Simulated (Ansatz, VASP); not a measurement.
Sn: VASP beside Ansatz

```
Sn
1.0
     3.03238    0.00000    0.00000
     0.00000    3.03238    0.00000
     0.00000    0.00000    3.03238
Sn
1
Cartesian
  0.0000 0.0000 0.0000
```

Alike in both runs: functional PBEsol; k mesh 14 × 14 × 14; occupations gaussian, width 0.1 eV; no spin polarisation.

Ansatz relaxed the structure, and its values are those at the end. VASP's run is a single point on that final structure, the one shown.

```csv
,VASP,Ansatz
version,VASP 6.6.1,Ansatz 0.2.0
potentials or method,"VASP PAW PBE potentials, release 64 (Sn_d), cutoff 520 eV","scalar-relativistic, plane waves, PAW"
valence electrons in the cell,14,14
```

Ansatz gave:

- gap on the k mesh at the Fermi level (eV): none
- pressure (GPa): 0.0

Which values does VASP return?

gap on the k mesh at the Fermi level (eV): none; pressure (GPa): -0.1.

VASP's potentials were made for PBE, not for PBEsol. A gap of «none» marks a metal or a gap that the smearing closes. With one functional, cell and mesh, what is left measures potentials, basis and numerics.
